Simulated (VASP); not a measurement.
Ru: single point with PBE

Ru:

```
Ru
1.0
     2.70580   -0.02029    0.00000
    -1.37047    2.35344    0.00000
     0.00000    0.00000    4.28190
Ru
2
Direct
  0.33333 0.66667 0.25000
  0.66667 0.33333 0.75000
```

This cell differs from its parent crystal: xy shear strain of -1.5 %.

```json
{"Program": "VASP 6.6.1", "Task": "single point", "Functional": "PBE", "Potentials or basis": "VASP PAW PBE potentials, release 64 (Ru_pv)", "Cutoff": "520 eV", "k mesh": "14 × 14 × 8", "Occupations": "fermi-dirac, width 0.03 eV", "Spin": "no spin polarisation"}
```

```json
{
 "Pressure": "4.5 GPa",
 "Largest force": "0.068 eV/Å",
 "Band gap on the k mesh": "zero (bands 14 and 15 overlap by 3.19 eV)"
}
```

Forces on the atoms (eV/Å):
```
Ru   0.068 -0.003  0.000
Ru  -0.068  0.003  0.000
```

Stress tensor (GPa, compression positive):
```
5.11 3.00 0.00
3.00 5.09 0.00
0.00 0.00 3.43
```

Levels at points of the mesh, in eV from the Fermi level:
```
           k point  band 12  band 13  band 14  band 15  band 16  band 17
(0.00, 0.00, 0.00)    -2.02    -1.78    -1.41    -1.35     1.16     1.23
(0.50, 0.00, 0.00)    -1.73    -1.43     1.47     1.89     1.90     4.14
(0.00, 0.50, 0.00)    -1.78    -1.51     1.44     1.85     1.93     4.08
(0.50, 0.50, 0.00)    -1.83    -1.59     1.41     1.83     1.95     4.02
(0.00, 0.00, 0.50)    -2.70    -2.63    -2.63     0.52     0.52     0.60
(0.50, 0.00, 0.50)    -1.11     0.49     0.49     1.72     1.72     3.48
(0.00, 0.50, 0.50)    -1.05     0.46     0.46     1.69     1.69     3.41
(0.50, 0.50, 0.50)    -0.98     0.43     0.43     1.67     1.67     3.34
```

Wall time 74 s on 1 thread of Intel(R) Xeon(R) 6975P-C (Granite Rapids), on a shared host, peak memory 0.32 GiB.

Caveat: the cell differs from its parent crystal (xy shear strain of -1.5 %); the cell stands under pressure.
